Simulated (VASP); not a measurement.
# AgBr (Fm-3m) in VASP: notebook, part 2 of 2

VASP 6.6.1. The steps go on from the part before.

**4. Single point, PBEsol, non-collinear spin, zero start, spin-orbit coupling**

This run uses another cell than the first one, of 19.11 Å³/atom.

INCAR reads:

```
PREC = Accurate ; ENCUT = 500
EDIFF = 1E-6 ; ISMEAR = -1
SIGMA = 0.01 ; LREAL = F
LASPH = T ; NELM = 200
ALGO = Normal ; ISIF = 2
LWAVE = F ; LCHARG = F
MAGMOM = 0 0 0 0 0 0 ; LORBIT = 11
LSORBIT = T ; GGA_COMPAT = F
LORBMOM = T ; LMAXMIX = 4
GGA = PS ; NBANDS = 30
```

KPOINTS reads:

```
Automatic mesh
0
Gamma
  8 8 8
```

POSCAR reads:

```
AgBr
1.0
    2.6736185092      2.6736185092      0.0000000000
   -2.6736185092      2.6736185092      0.0000000000
    0.0000000000      2.6736185092      2.6736185092
Ag Br
1 1
Direct
    0.0000000000      0.0000000000      0.0000000000
    0.5000000000      0.5000000000      0.0000000000
```

Potentials or basis: VASP PAW PBE potentials, release 64 (Ag, Br).

Command:

```console
$ cat potpaw_PBE.64/Ag/POTCAR potpaw_PBE.64/Br/POTCAR > POTCAR
$ mpirun -np 1 vasp_ncl > vasp.out
```

OUTCAR:

```text
PREC = Accurate
   ENCUT = 500
   EDIFF = 1E-6
   ISMEAR = -1
   LREAL = F
   LASPH = T
   NELM = 200
   ISIF = 2
   LORBIT = 11
   LSORBIT = T
   GGA = PS

 ion  position               nearest neighbor table
   1  0.000  0.000  0.000-   2 2.67   2 2.67   2 2.67   2 2.67   2 2.67   2 2.67
   2  0.500  0.500  0.000-   1 2.67   1 2.67   1 2.67   1 2.67   1 2.67   1 2.67

  LATTYP: Found a face centered cubic cell.
 ALAT       =     5.3472370184

  Lattice vectors:

 A1 = (   0.0000000000,   2.6736185092,   2.6736185092)
[... 1083 lines left out ...]
     0.0000000    -0.0000188     0.0000000    -0.0000188     0.0000000
     0.0000006     0.0000006    -0.0000188     0.0000000    -0.0000063
    -0.0000251    -0.0000063     0.0000000    -0.0000063     0.0000000
 l=   3
     0.0000000     0.0000000     0.0000000     0.0000000     0.0000000     0.0000000     0.0000000
     0.0000000     0.0000000     0.0000000     0.0000000     0.0000000     0.0000000     0.0000000
     0.0000000     0.0000000     0.0000000     0.0000000     0.0000000     0.0000000     0.0000000
     0.0000000     0.0000000     0.0000000     0.0000000     0.0000000     0.0000000     0.0000000
     0.0000000     0.0000000     0.0000000     0.0000000     0.0000000     0.0000000     0.0000000
     0.0000000     0.0000000     0.0000000     0.0000000     0.0000000     0.0000000     0.0000000
     0.0000000     0.0000000     0.0000000     0.0000000     0.0000000     0.0000000     0.0000000

 total charge

# of ion       s       p       d       tot
------------------------------------------
    1        0.300   0.258   9.347   9.905
    2        1.613   3.217   0.060   4.890
--------------------------------------------------
tot          1.914   3.475   9.407  14.795

 magnetization (x)

# of ion       s       p       d       tot
------------------------------------------
    1       -0.000   0.000  -0.000  -0.000
    2        0.000   0.000   0.000   0.000
--------------------------------------------------
tot         -0.000   0.000  -0.000  -0.000

 magnetization (y)

# of ion       s       p       d       tot
------------------------------------------
    1        0.000   0.000   0.000   0.000
    2       -0.000  -0.000   0.000  -0.000
--------------------------------------------------
tot          0.000  -0.000   0.000   0.000

 magnetization (z)

# of ion       s       p       d       tot
------------------------------------------
    1        0.000   0.000  -0.000   0.000
    2        0.000   0.000   0.000   0.000
--------------------------------------------------
tot          0.000   0.000  -0.000   0.000
```

OSZICAR:

```text
N       E                     dE             d eps       ncg     rms          rms(c)
DAV:   1     0.117041771716E+03    0.11704E+03   -0.83038E+03  1748   0.108E+03
DAV:   2     0.153084301312E+00   -0.11689E+03   -0.11034E+03  1932   0.260E+02
DAV:   3    -0.556747925283E+01   -0.57206E+01   -0.56793E+01  2048   0.584E+01
DAV:   4    -0.560707149700E+01   -0.39592E-01   -0.39582E-01  1978   0.516E+00
DAV:   5    -0.560739857464E+01   -0.32708E-03   -0.32707E-03  2052   0.459E-01    0.119E+01
DAV:   6    -0.546410467333E+01    0.14329E+00   -0.31324E-01  1978   0.844E+00    0.761E+00
DAV:   7    -0.545962345502E+01    0.44812E-02   -0.73438E-02  1968   0.185E+00    0.237E+00
DAV:   8    -0.545839413425E+01    0.12293E-02   -0.37356E-03  1966   0.738E-01    0.707E-01
DAV:   9    -0.545826126486E+01    0.13287E-03   -0.38032E-04  2016   0.155E-01    0.171E-01
DAV:  10    -0.545823141740E+01    0.29847E-04   -0.11229E-04  1908   0.113E-01    0.360E-02
DAV:  11    -0.545823354927E+01   -0.21319E-05   -0.81868E-06  2014   0.390E-02    0.886E-03
DAV:  12    -0.545823450116E+01   -0.95189E-06   -0.18564E-06  1876   0.118E-02
   1 F= -.54582345E+01 E0= -.54582345E+01  d E =-.236718E-11  mag=    -0.0000     0.0000    -0.0000
```

stdout:

```text
POSCAR found type information on POSCAR AgBr
 POSCAR found :  2 types and       2 ions
 scaLAPACK will be used
 -----------------------------------------------------------------------------
|                                                                             |
|                                                                             |
|     You enforced a specific xc type in the INCAR file but a different       |
|     I HOPE YOU KNOW WHAT YOU ARE DOING!                                     |
|                                                                             |
 -----------------------------------------------------------------------------

 LDA part: xc-table for (Slater+PW92), standard interpolation
 POSCAR, INCAR and KPOINTS ok, starting setup
 FFT: planning ... GRIDC
 FFT: planning ... GRID_SOFT
 FFT: planning ... GRID
 WAVECAR not read
 entering main loop
```

It took 89 s on 1 thread of Intel Xeon 8259CL, shared host; peak memory 0.27 GiB.

Results:

| Quantity | Value |
| --- | --- |
| Free energy | -5.4582 eV |
| Pressure | 15.0 GPa |
| Net moment | 0.00 μB per cell |
| Valence electrons inside the program's atomic spheres | Ag 9.90; Br 4.89 |

Moments on the atoms (μB; x, y, z):
```
Ag  0.00 0.00 0.00
Br  0.00 0.00 0.00
```

Caveat: the cell stands under pressure; the PAW data sets were made with another functional, which shifts forces and pressure a little.

**5. Single point, PBEsol, non-collinear spin, zero start, spin-orbit coupling**

This run uses another cell than the first one, of 19.98 Å³/atom.

INCAR reads:

```
SYSTEM = AgBr
ALGO = Normal
EDIFF = 1E-6
ENCUT = 500
GGA = PS
GGA_COMPAT = .FALSE.
ISIF = 2
ISMEAR = -1
LASPH = .TRUE.
LCHARG = .FALSE.
LMAXMIX = 4
LNONCOLLINEAR = .TRUE.
LORBIT = 11
LORBMOM = .TRUE.
LREAL = .FALSE.
LSORBIT = .TRUE.
LWAVE = .FALSE.
MAGMOM = 0 0 0 0 0 0
NBANDS = 30
NELM = 200
PREC = Accurate
SIGMA = 0.01
```

KPOINTS reads:

```
k-points
0
G
  8 8 8
  0 0 0
```

POSCAR reads:

```
AgBr
1.0
    2.7135752537      2.7135752537      0.0000000000
   -2.7135752537      2.7135752537      0.0000000000
    0.0000000000      2.7135752537      2.7135752537
Ag Br
1 1
Direct
    0.0000000000      0.0000000000      0.0000000000
    0.5000000000      0.5000000000      0.0000000000
```

Potentials or basis: VASP PAW PBE potentials, release 64 (Ag, Br).

Command:

```console
$ cat potpaw_PBE.64/Ag/POTCAR potpaw_PBE.64/Br/POTCAR > POTCAR
$ mpirun -np 1 vasp_ncl > vasp.out
```

OUTCAR:

```text
SYSTEM = AgBr
   EDIFF = 1E-6
   ENCUT = 500
   GGA = PS
   ISIF = 2
   ISMEAR = -1
   LASPH = .TRUE.
   LNONCOLLINEAR = .TRUE.
   LORBIT = 11
   LREAL = .FALSE.
   LSORBIT = .TRUE.
   NELM = 200
   PREC = Accurate

 ion  position               nearest neighbor table
   1  0.000  0.000  0.000-   2 2.71   2 2.71   2 2.71   2 2.71   2 2.71   2 2.71
   2  0.500  0.500  0.000-   1 2.71   1 2.71   1 2.71   1 2.71   1 2.71   1 2.71

  LATTYP: Found a face centered cubic cell.
 ALAT       =     5.4271505074

  Lattice vectors:

 A1 = (   0.0000000000,   2.7135752537,   2.7135752537)
 A2 = (   2.7135752537,   0.0000000000,   2.7135752537)
 A3 = (   2.7135752537,   2.7135752537,   0.0000000000)

Analysis of symmetry for initial positions (statically):
=====================================================================
 Subroutine PRICEL returns:
 Original cell was already a primitive cell.

 Routine SETGRP: Setting up the symmetry group for a
 face centered cubic supercell.

 Subroutine GETGRP returns: Found 48 space group operations
 (whereof 48 operations were pure point group operations)
 out of a pool of 48 trial point group operations.

The static configuration has the point symmetry O_h .

Analysis of symmetry for dynamics (positions and initial velocities):
=====================================================================
 Subroutine PRICEL returns:
 Original cell was already a primitive cell.

 Routine SETGRP: Setting up the symmetry group for a
 face centered cubic supercell.

 Subroutine GETGRP returns: Found 48 space group operations
 (whereof 48 operations were pure point group operations)
 out of a pool of 48 trial point group operations.

The dynamic configuration has the point symmetry O_h .

Analysis of structural, dynamic, and magnetic symmetry:
=====================================================================
 Subroutine PRICEL returns:
 Original cell was already a primitive cell.

 Routine SETGRP: Setting up the symmetry group for a
[... 1004 lines left out ...]
  1         0.000   0.000   0.000
  2         0.000  -0.000  -0.000
 ----------------------------------------
            0.000   0.000   0.000

 orbital moment (z)

 # of ion     p       d       tot
 ----------------------------------------
  1         0.000   0.000   0.000
  2         0.000   0.000   0.000
 ----------------------------------------
            0.000   0.000   0.000

 Spin-Orbit-Coupling matrix elements

 Ion:    1  E_soc:     -0.0431018
 l=   1
     0.0000000    -0.0015433    -0.0015433
    -0.0015433     0.0000000    -0.0015433
    -0.0015433    -0.0015433     0.0000000
 l=   2
     0.0000000    -0.0011439     0.0000000    -0.0011439    -0.0044964
    -0.0011439     0.0000000    -0.0033723    -0.0011439    -0.0011241
     0.0000000    -0.0033723     0.0000000    -0.0033723     0.0000000
    -0.0011439    -0.0011439    -0.0033723     0.0000000    -0.0011241
    -0.0044964    -0.0011241     0.0000000    -0.0011241     0.0000000
 l=   3
     0.0000000     0.0000000     0.0000000     0.0000000     0.0000000     0.0000000     0.0000000
     0.0000000     0.0000000     0.0000000     0.0000000     0.0000000     0.0000000     0.0000000
     0.0000000     0.0000000     0.0000000     0.0000000     0.0000000     0.0000000     0.0000000
     0.0000000     0.0000000     0.0000000     0.0000000     0.0000000     0.0000000     0.0000000
     0.0000000     0.0000000     0.0000000     0.0000000     0.0000000     0.0000000     0.0000000
     0.0000000     0.0000000     0.0000000     0.0000000     0.0000000     0.0000000     0.0000000
     0.0000000     0.0000000     0.0000000     0.0000000     0.0000000     0.0000000     0.0000000

 Ion:    2  E_soc:     -0.0559438
 l=   1
     0.0000000    -0.0093023    -0.0093023
    -0.0093023     0.0000000    -0.0093023
    -0.0093023    -0.0093023     0.0000000
 l=   2
     0.0000000     0.0000006     0.0000000     0.0000006    -0.0000223
     0.0000006     0.0000000    -0.0000167     0.0000006    -0.0000056
     0.0000000    -0.0000167     0.0000000    -0.0000167     0.0000000
     0.0000006     0.0000006    -0.0000167     0.0000000    -0.0000056
    -0.0000223    -0.0000056     0.0000000    -0.0000056     0.0000000
 l=   3
     0.0000000     0.0000000     0.0000000     0.0000000     0.0000000     0.0000000     0.0000000
     0.0000000     0.0000000     0.0000000     0.0000000     0.0000000     0.0000000     0.0000000
     0.0000000     0.0000000     0.0000000     0.0000000     0.0000000     0.0000000     0.0000000
     0.0000000     0.0000000     0.0000000     0.0000000     0.0000000     0.0000000     0.0000000
     0.0000000     0.0000000     0.0000000     0.0000000     0.0000000     0.0000000     0.0000000
     0.0000000     0.0000000     0.0000000     0.0000000     0.0000000     0.0000000     0.0000000
     0.0000000     0.0000000     0.0000000     0.0000000     0.0000000     0.0000000     0.0000000

 total charge

# of ion       s       p       d       tot
------------------------------------------
    1        0.284   0.233   9.342   9.859
    2        1.612   3.203   0.051   4.867
--------------------------------------------------
tot          1.896   3.436   9.393  14.725

 magnetization (x)

# of ion       s       p       d       tot
------------------------------------------
    1        0.000  -0.000   0.000   0.000
    2        0.000   0.000   0.000   0.000
--------------------------------------------------
tot          0.000  -0.000   0.000   0.000

 magnetization (y)

# of ion       s       p       d       tot
------------------------------------------
    1        0.000  -0.000   0.000   0.000
    2       -0.000   0.000   0.000   0.000
--------------------------------------------------
tot          0.000   0.000   0.000   0.000

 magnetization (z)

# of ion       s       p       d       tot
------------------------------------------
    1        0.000  -0.000  -0.000  -0.000
    2        0.000  -0.000   0.000  -0.000
--------------------------------------------------
tot          0.000  -0.000  -0.000  -0.000
```

stdout:

```text
POSCAR found type information on POSCAR AgBr
 POSCAR found :  2 types and       2 ions
 scaLAPACK will be used
 -----------------------------------------------------------------------------
|                                                                             |
|                                                                             |
|     You enforced a specific xc type in the INCAR file but a different       |
|     I HOPE YOU KNOW WHAT YOU ARE DOING!                                     |
|                                                                             |
 -----------------------------------------------------------------------------

 LDA part: xc-table for (Slater+PW92), standard interpolation
 POSCAR, INCAR and KPOINTS ok, starting setup
 FFT: planning ... GRIDC
 FFT: planning ... GRID_SOFT
 FFT: planning ... GRID
 WAVECAR not read
 entering main loop
```

Wall time 1.8 min (1 thread of Intel Xeon 8259CL, shared host); peak memory 0.26 GiB.

What came out:

| Quantity | Value |
| --- | --- |
| Free energy | -5.5927 eV |
| Pressure | 10.0 GPa |
| Net moment | 0.00 μB per cell |
| Valence electrons inside the program's atomic spheres | Ag 9.86; Br 4.87 |

Moments on the atoms (μB; x, y, z):
```
Ag  0.00 0.00 0.00
Br  0.00 0.00 0.00
```

Caveat: the cell stands under pressure; the PAW data sets were made with another functional, which shifts forces and pressure a little.

**6. Overview**

| task | spin | cell | k mesh | smearing | gap on the mesh (eV) | pressure (GPa) | moment (μB) |
| --- | --- | --- | --- | --- | --- | --- | --- |
| single point | off | a = 4.013 Å, angles 60.0, 60.0, 90.0°, 2 atoms | 12 × 12 × 12 | fermi-dirac 0.1 eV | 0.50 | -0.1 | - |
| relaxation of cell and atoms | off | relaxed from a = 4.059 Å, angles 60.0, 60.0, 90.0°, 2 atoms | 12 × 12 × 12 | fermi-dirac 0.1 eV | 0.50 | 0.0 | - |
| single point | non-collinear, zero start, SOC | a = 3.781 Å, angles 60.0, 60.0, 90.0°, 2 atoms | 8 × 8 × 8 | fermi-dirac 0.01 eV | - | 15.0 | 0.00 |
| single point | non-collinear, zero start, SOC | a = 3.838 Å, angles 60.0, 60.0, 90.0°, 2 atoms | 8 × 8 × 8 | fermi-dirac 0.01 eV | - | 10.0 | 0.00 |

Alike in all rows: level PBEsol; potentials or basis VASP PAW PBE potentials, release 64 (Ag, Br); cutoff (eV) 500.

Caveats: the PAW data sets were made with another functional, which shifts forces and pressure a little; the cell stands under pressure (at least some runs).

Total energies depend on the potentials used, so only differences within one code and one set of settings carry meaning.
